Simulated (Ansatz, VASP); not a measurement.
HfO2 in VASP and in Ansatz

```
Hf O
1.0
     5.21946    0.00000    0.00000
     0.00000    5.00476    0.00000
     0.00000    0.00000    5.03269
Hf O
4 8
Direct
  0.03301 0.26748 0.24144
  0.46699 0.26748 0.74144
  0.53301 0.73252 0.24144
  0.96699 0.73252 0.74144
  0.36787 0.07135 0.37927
  0.13213 0.07135 0.87927
  0.73395 0.46012 0.49229
  0.76605 0.46012 0.99229
  0.26605 0.53988 0.99229
  0.23395 0.53988 0.49229
  0.86787 0.92865 0.37927
  0.63213 0.92865 0.87927
```

Alike in both runs: task relaxation of cell and atoms; functional PBE; k mesh 4 × 4 × 4; no spin polarisation.

```csv
,VASP,Ansatz
version,VASP 6.6.1,Ansatz 0.2.0
potentials or method,"VASP PAW PBE potentials, release 64 (Hf_pv, O)","scalar-relativistic, plane waves, PAW"
plane-wave cutoff (eV),600,420
occupations,"gaussian, width 0.01 eV",fixed
valence electrons in the cell,88,152
```

```csv
,VASP,Ansatz,Ansatz less VASP
"gap on the k mesh at the Fermi level, each at its own relaxed structure (eV)",4.40,4.41,+0.011
relaxed volume (Å³/atom),11.24,11.41,+0.163
relaxed length of the cell vector where the two differ most in proportion (Å),5.266,5.294,+0.0273
```

VASP's potentials hold 88 valence electrons a cell and Ansatz's 152, so a difference there can come from the potentials and not from the codes.

Spin-orbit coupling is off throughout.
